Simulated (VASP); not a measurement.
# Ge2Sb3Se (P4/mmm) in VASP: notebook

Runs on Ge2Sb3Se. Level: PBE. Tasks: single point, relaxation of cell and atoms.

Everything below comes from runs of VASP 6.6.1. Logs are shortened: lines on timing, memory, paths and dates and some standing lists are left out, and cuts for length are marked.

## Step 1: The cell of the first run

It takes space group P4/mmm (No. 123, tetragonal). Conventional cell: a = 4.320 Å, b = 4.320 Å, c = 8.084 Å, α = 90.00°, β = 90.00°, γ = 90.00°. Ge (site symmetry mmm) has 2 Sb at 2.16 Å within 2.9 Å. Within 2.9 Å of Sb (site symmetry 4/mmm) lie 4 Ge at 2.16 Å. Sb (site symmetry mmm) has 2 Se at 2.16 Å within 2.9 Å. Within 2.9 Å of Se (site symmetry 4/mmm) lie 4 Sb at 2.16 Å.

The cell was built from a structure type or drawn by symmetry, and may not be a known phase.

## Step 2: Single point, PBE

File INCAR:

```
SYSTEM = Ge2Sb3Se
PREC = Accurate ; ENCUT = 520
EDIFF = 1E-7 ; ISMEAR = 0
SIGMA = 0.1 ; LREAL = .FALSE.
LASPH = .TRUE. ; NELM = 60
ALGO = Normal ; ISIF = 2
LWAVE = .FALSE. ; LCHARG = .FALSE.
GGA = PE ; NBANDS = 34
```

File KPOINTS:

```
Automatic mesh
0
G
  4 4 2
  0 0 0
```

File POSCAR:

```
Ge2Sb3Se
1.0
    4.3196536000      0.0000000000      0.0000000000
    0.0000000000      4.3196536000      0.0000000000
    0.0000000000      0.0000000000      8.0842884100
Ge Sb Se
2 3 1
Direct
    0.0000000000      0.5000000000      0.5000000000
    0.5000000000      0.0000000000      0.5000000000
    0.5000000000      0.5000000000      0.5000000000
    0.0000000000      0.5000000000      0.0000000000
    0.5000000000      0.0000000000      0.0000000000
    0.5000000000      0.5000000000      0.0000000000
```

Potentials or basis: VASP PAW PBE potentials, release 64 (Ge_d, Sb, Se).

The run is started by

```bash
$ cat potpaw_PBE.64/Ge_d/POTCAR potpaw_PBE.64/Sb/POTCAR potpaw_PBE.64/Se/POTCAR > POTCAR
$ mpirun -np 1 vasp_std > vasp.out
```

OUTCAR:

```text
SYSTEM = Ge2Sb3Se
   PREC = Accurate
   ENCUT = 520
   EDIFF = 1E-7
   ISMEAR = 0
   LREAL = .FALSE.
   LASPH = .TRUE.
   NELM = 60
   ISIF = 2
   GGA = PE

 ion  position               nearest neighbor table
   1  0.000  0.500  0.500-   3 2.16   3 2.16
   2  0.500  0.000  0.500-   3 2.16   3 2.16
   3  0.500  0.500  0.500-   1 2.16   2 2.16   2 2.16   1 2.16
   4  0.000  0.500  0.000-   6 2.16   6 2.16   5 3.05   5 3.05   5 3.05   5 3.05
   5  0.500  0.000  0.000-   6 2.16   6 2.16   4 3.05   4 3.05   4 3.05   4 3.05
   6  0.500  0.500  0.000-   4 2.16   5 2.16   5 2.16   4 2.16

  LATTYP: Found a simple tetragonal cell.
 ALAT       =     4.3196536000
 C/A-ratio  =     1.8715131255

  Lattice vectors:

 A1 = (   4.3196536000,   0.0000000000,   0.0000000000)
 A2 = (   0.0000000000,   4.3196536000,   0.0000000000)
 A3 = (   0.0000000000,   0.0000000000,   8.0842884100)

Analysis of symmetry for initial positions (statically):
=====================================================================
 Subroutine PRICEL returns:
 Original cell was already a primitive cell.

 Routine SETGRP: Setting up the symmetry group for a
 simple tetragonal supercell.

 Subroutine GETGRP returns: Found 16 space group operations
 (whereof 16 operations were pure point group operations)
 out of a pool of 16 trial point group operations.

The static configuration has the point symmetry D_4h.

Analysis of symmetry for dynamics (positions and initial velocities):
=====================================================================
 Subroutine PRICEL returns:
 Original cell was already a primitive cell.

 Routine SETGRP: Setting up the symmetry group for a
 simple tetragonal supercell.

 Subroutine GETGRP returns: Found 16 space group operations
 (whereof 16 operations were pure point group operations)
 out of a pool of 16 trial point group operations.

The dynamic configuration has the point symmetry D_4h.

 Subroutine INISYM returns: Found 16 space group operations
 (whereof 16 operations are pure point group operations),
 and found     1 'primitive' translations

----------------------------------------------------------------------------------------

                                     Primitive cell

  volume of cell :     150.8480

  direct lattice vectors                    reciprocal lattice vectors
     4.319653600  0.000000000  0.000000000     0.231500044  0.000000000  0.000000000
[... 82 lines left out ...]
   LREAL  =      F    real-space projection
   EDIFFG = 0.1E-05   stopping-criterion for IOM
   NSW    =      0    number of steps for IOM
   IBRION =     -1    ionic relax: 0-MD 1-quasi-New 2-CG
   NFREE  =      0    steps in history (QN), initial steepest desc. (CG)
   ISIF   =      2    stress and relaxation
   ISYM   =      2    0-nonsym 1-usesym 2-fastsym
   POTIM  = 0.5000    time-step for ionic-motion
   TEBEG  =    0.0;   TEEND  =   0.0 temperature during run
   PSTRESS=    0.0 pullay stress
   NELECT =      49.0000    total number of electrons
   NUPDOWN=      -1.0000    fix difference up-down
   EMIN   =  10.00;   EMAX   =-10.00  energy-range for DOS
   EFERMI =   0.00;   METHOD = LEGACY
   ISMEAR =     0;   SIGMA  =   0.10  broadening in eV -4-tet -1-fermi 0-gaus
   EFERMI_NEDOS =   21; number of points for ismear=-14 and -15
   IALGO  =     38    algorithm
   IMIX   =      4    mixing-type and parameters
     AMIX     =   0.40;   BMIX     =  1.00
     AMIX_MAG =   1.60;   BMIX_MAG =  1.00
  volume/ion in A,a.u.               =      25.14       169.66
  Fermi-wavevector in a.u.,A,eV,Ry     =   1.125366  2.126633 17.231068  1.266448
  Thomas-Fermi vector in A             =   2.262042
   LORBIT       =      0    0 simple, 1 ext, 2 COOP (PROOUT), +10 PAW based schemes
   GGA     = PE    functional components
   LHFCALC =     F    Hartree Fock is set to
   AEXX    =    0.0000 exact exchange contribution
   IVDW    =     0    specifies the selected vdW correction
   LEPSILON=     F    determine dielectric tensor
   LRPA    =     F    only Hartree local field effects (RPA)
 non-spin polarized calculation
 Gauss-broadening in eV      SIGMA  =   0.10
  energy-cutoff  :      520.00
  volume of cell :      150.85
 maximum number of plane-waves:      4104
   NGX = 17   NGY = 17   NGZ = 31

 number of electron      48.9999924 magnetization

 Free energy of the ion-electron system (eV)
  ---------------------------------------------------
  ext. energy  EPLUGINS =         0.00000000
  ---------------------------------------------------
  free energy    TOTEN  =        -3.59213298 eV

  energy without entropy =       -3.55843734  energy(sigma->0) =       -3.57528516

 E-fermi :   6.7269     XC(G=0):  -9.5604

 val. band max:        6.6931614023   @ k =   0.2500   0.2500   0.5000
 cond. band min:       6.7706840757   @ k =   0.5000   0.2500   0.0000
 fundamental gap:      0.0775226735
 Fermi energy:         6.7268996085

 k-point     1 :       0.0000    0.0000    0.0000
  band No.  band energies     occupation
      1     -19.0147      2.00000
      2     -18.7805      2.00000
      3     -18.7799      2.00000
      4     -18.6754      2.00000
      5     -18.6754      2.00000
      6     -18.6577      2.00000
[... 433 lines left out ...]
     33      12.6919      0.00000
     34      12.6920      0.00000

------------------------ aborting loop because EDIFF is reached ----------------------------------------

  FORCE on cell =-STRESS in cart. coord.  units (eV):
  Direction    XX          YY          ZZ          XY          YZ          ZX
  --------------------------------------------------------------------------------------
  -------------------------------------------------------------------------------------
  Total       88.5734009     88.5734009     -4.0012029      0.0000000      0.0000000     -0.0000000
  in kB      940.7500740    940.7500740    -42.4973173      0.0000000      0.0000000     -0.0000000
  external PRESSURE =     613.0009436 kB  Pullay stress =       0.0000000 kB

 VOLUME and BASIS-vectors are now :
 -----------------------------------------------------------------------------
  energy-cutoff  :      520.00
  volume of cell :      150.85
      direct lattice vectors                 reciprocal lattice vectors
     4.319653600  0.000000000  0.000000000     0.231500044  0.000000000  0.000000000
     0.000000000  4.319653600  0.000000000     0.000000000  0.231500044  0.000000000
     0.000000000  0.000000000  8.084288410     0.000000000  0.000000000  0.123696725

 POSITION                                       TOTAL-FORCE (eV/Angst)
 -----------------------------------------------------------------------------------
      0.00000      2.15983      4.04214         0.000000      0.000000      0.000000
      2.15983      0.00000      4.04214         0.000000      0.000000      0.000000
      2.15983      2.15983      4.04214         0.000000      0.000000      0.000000
      0.00000      2.15983      0.00000         0.000000      0.000000      0.000000
      2.15983      0.00000      0.00000         0.000000      0.000000      0.000000
      2.15983      2.15983      0.00000         0.000000      0.000000      0.000000
 -----------------------------------------------------------------------------------
    total drift:                                0.000000     -0.000000     -0.000000

  FREE ENERGIE OF THE ION-ELECTRON SYSTEM (eV)
  ---------------------------------------------------
  free  energy   TOTEN  =        -3.5921329789 eV

  energy  without entropy=       -3.5584373423  energy(sigma->0) =       -3.57528516
```

OSZICAR:

```text
N       E                     dE             d eps       ncg     rms          rms(c)
DAV:   1     0.503738685466E+03    0.50374E+03   -0.21519E+04  1014   0.242E+03
DAV:   2     0.770693649633E+02   -0.42667E+03   -0.40582E+03   848   0.719E+02
DAV:   3     0.277503696531E+00   -0.76792E+02   -0.74676E+02   966   0.170E+02
DAV:   4    -0.419193023336E+01   -0.44694E+01   -0.44091E+01   948   0.506E+01
DAV:   5    -0.430952710472E+01   -0.11760E+00   -0.11745E+00   998   0.870E+00    0.159E+01
DAV:   6    -0.388537285076E+01    0.42415E+00   -0.12324E+00  1040   0.419E+00    0.967E+00
DAV:   7    -0.368825270060E+01    0.19712E+00   -0.45858E-01   964   0.384E+00    0.475E+00
DAV:   8    -0.360006513647E+01    0.88188E-01   -0.22329E-01   988   0.216E+00    0.561E-01
DAV:   9    -0.359738023795E+01    0.26849E-02   -0.30517E-02   924   0.840E-01    0.381E-01
DAV:  10    -0.359240852369E+01    0.49717E-02   -0.63978E-03   926   0.371E-01    0.105E-01
DAV:  11    -0.359213140331E+01    0.27712E-03   -0.68869E-04   954   0.186E-01    0.417E-02
DAV:  12    -0.359213037054E+01    0.10328E-05   -0.12953E-04   904   0.547E-02    0.151E-02
DAV:  13    -0.359213224230E+01   -0.18718E-05   -0.82183E-06  1092   0.215E-02    0.974E-03
DAV:  14    -0.359213280484E+01   -0.56253E-06   -0.48030E-06   894   0.923E-03    0.388E-03
DAV:  15    -0.359213301062E+01   -0.20579E-06   -0.43022E-07   780   0.396E-03    0.734E-04
DAV:  16    -0.359213297887E+01    0.31752E-07   -0.54779E-08   632   0.124E-03
   1 F= -.35921330E+01 E0= -.35752852E+01  d E =-.336956E-01
```

It took 99 s on 1 thread of Intel Xeon 8259CL, shared host; peak memory 0.27 GiB.

What came out:

| Item | Value |
| --- | --- |
| Free energy | -3.5921 eV |
| Pressure | 61.3 GPa |
| Band gap on the k mesh | zero (an odd number of electrons rules out a gap without spin polarisation) |

Stress tensor (GPa, compression positive):
```
94.08  0.00  0.00
 0.00 94.08  0.00
 0.00  0.00 -4.25
```

Levels at points of the mesh, in eV from the Fermi level:
| k point | band 21 | band 22 | band 23 | band 24 | band 25 | band 26 | band 27 | band 28 |
| --- | --- | --- | --- | --- | --- | --- | --- | --- |
| (0.00, 0.00, 0.00) | -4.58 | -2.27 | 0.22 | 0.98 | 0.98 | 1.08 | 1.93 | 2.04 |
| (0.50, 0.00, 0.00) | -2.93 | -1.91 | -0.92 | -0.60 | -0.11 | -0.04 | 1.41 | 1.43 |
| (0.50, 0.50, 0.00) | -2.43 | -1.96 | 0.22 | 0.22 | 1.66 | 1.80 | 1.80 | 2.66 |
| (0.00, 0.00, 0.50) | -5.06 | -2.33 | 0.99 | 0.99 | 1.05 | 1.10 | 1.30 | 2.01 |
| (0.50, 0.00, 0.50) | -2.26 | -1.89 | -1.51 | -0.75 | -0.63 | -0.11 | 1.61 | 1.69 |
| (0.50, 0.50, 0.50) | -1.81 | -1.81 | -0.94 | -0.94 | 1.67 | 2.07 | 2.07 | 3.32 |

Caveat: the k points lie up to 0.39 Å⁻¹ apart, too coarse for converged energies and pressures of a metal; spin-orbit coupling is left out, which moves the levels of the heavy elements; this functional lacks dispersion, which binds the layers, so the pressure and a relaxed spacing across them are unreliable.

## Step 3: Single point, PBE

This run uses another cell than the first one, of 31.67 Å³/atom.

File INCAR:

```
PREC = Accurate
ENCUT = 520
EDIFF = 1E-6
ISMEAR = 0
SIGMA = 0.1
LREAL = False
LASPH = True
NELM = 80
ALGO = Normal
ISIF = 2
LWAVE = False
LCHARG = False
GGA = PE
NBANDS = 34
```

File KPOINTS:

```
Automatic mesh
0
Gamma
  4 4 4
```

POSCAR: that of step 2 with these lines changed.

```diff
@@ -2,5 +2,5 @@
 1.0
-    4.3196536000      0.0000000000      0.0000000000
-    0.0000000000      4.3196536000      0.0000000000
-    0.0000000000      0.0000000000      8.0842884100
+    5.7775517151      0.0000000000      0.0000000000
+    0.0000000000      5.7775517151      0.0000000000
+    0.0000000000      0.0000000000      5.6923445036
 Ge Sb Se
```

Potentials or basis: VASP PAW PBE potentials, release 64 (Ge_d, Sb, Se).

The run is started by

```bash
$ cat potpaw_PBE.64/Ge_d/POTCAR potpaw_PBE.64/Sb/POTCAR potpaw_PBE.64/Se/POTCAR > POTCAR
$ mpirun -np 1 vasp_std > vasp.out
```

OUTCAR:

```text
PREC = Accurate
   ENCUT = 520
   EDIFF = 1E-6
   ISMEAR = 0
   LREAL = False
   LASPH = True
   NELM = 80
   ISIF = 2
   GGA = PE

 ion  position               nearest neighbor table
   1  0.000  0.500  0.500-   4 2.85   4 2.85   3 2.89   3 2.89
   2  0.500  0.000  0.500-   5 2.85   5 2.85   3 2.89   3 2.89
   3  0.500  0.500  0.500-   6 2.85   6 2.85   1 2.89   2 2.89   2 2.89   1 2.89
   4  0.000  0.500  0.000-   1 2.85   1 2.85   6 2.89   6 2.89
   5  0.500  0.000  0.000-   2 2.85   2 2.85   6 2.89   6 2.89
   6  0.500  0.500  0.000-   3 2.85   3 2.85   5 2.89   4 2.89   5 2.89   4 2.89

  LATTYP: Found a simple tetragonal cell.
 ALAT       =     5.7775517151
 C/A-ratio  =     0.9852520210

  Lattice vectors:

 A1 = (   5.7775517151,   0.0000000000,   0.0000000000)
 A2 = (   0.0000000000,   5.7775517151,   0.0000000000)
 A3 = (   0.0000000000,   0.0000000000,   5.6923445036)

Analysis of symmetry for initial positions (statically):
=====================================================================
 Subroutine PRICEL returns:
 Original cell was already a primitive cell.
[... 175 lines left out ...]
 cond. band min:       4.1867616404   @ k =   0.5000   0.2500   0.0000
 fundamental gap:      0.0215095152
 Fermi energy:         4.1708654838

 k-point     1 :       0.0000    0.0000    0.0000
  band No.  band energies     occupation
      1     -20.4991      2.00000
      2     -20.4962      2.00000
      3     -20.4808      2.00000
      4     -20.4751      2.00000
      5     -20.4640      2.00000
      6     -20.4640      2.00000
[... 655 lines left out ...]
     33       6.1762      0.00000
     34       6.3167      0.00000

------------------------ aborting loop because EDIFF is reached ----------------------------------------

  FORCE on cell =-STRESS in cart. coord.  units (eV):
  Direction    XX          YY          ZZ          XY          YZ          ZX
  --------------------------------------------------------------------------------------
  -------------------------------------------------------------------------------------
  Total       -0.0611382     -0.0611382     -0.1099830      0.0000000      0.0000000      0.0000000
  in kB       -0.5155184     -0.5155184     -0.9273791      0.0000000      0.0000000      0.0000000
  external PRESSURE =      -0.6528053 kB  Pullay stress =       0.0000000 kB

 VOLUME and BASIS-vectors are now :
 -----------------------------------------------------------------------------
  energy-cutoff  :      520.00
  volume of cell :      190.01
      direct lattice vectors                 reciprocal lattice vectors
     5.777551715  0.000000000  0.000000000     0.173083695  0.000000000  0.000000000
     0.000000000  5.777551715  0.000000000     0.000000000  0.173083695  0.000000000
     0.000000000  0.000000000  5.692344504     0.000000000  0.000000000  0.175674540

 POSITION                                       TOTAL-FORCE (eV/Angst)
 -----------------------------------------------------------------------------------
      0.00000      2.88878      2.84617         0.000000      0.000000      0.000000
      2.88878      0.00000      2.84617         0.000000      0.000000      0.000000
      2.88878      2.88878      2.84617         0.000000      0.000000      0.000000
      0.00000      2.88878      0.00000         0.000000      0.000000      0.000000
      2.88878      0.00000      0.00000         0.000000      0.000000      0.000000
      2.88878      2.88878      0.00000         0.000000      0.000000      0.000000
 -----------------------------------------------------------------------------------
    total drift:                                0.000000      0.000000     -0.000000

  FREE ENERGIE OF THE ION-ELECTRON SYSTEM (eV)
  ---------------------------------------------------
  free  energy   TOTEN  =       -22.8574062887 eV

  energy  without entropy=      -22.8438451752  energy(sigma->0) =      -22.85062573
```

Wall time 3.4 min (1 thread of Intel Xeon 8259CL, shared host); peak memory 0.36 GiB.

Results:

```yaml
Free_energy: -22.8574 eV
Pressure: -0.1 GPa
Band_gap_on_the_k_mesh: zero (an odd number of electrons rules out a gap without spin polarisation)
```

Caveat: spin-orbit coupling is left out, which moves the levels of the heavy elements.

(Part 1 of 3 ends here.)
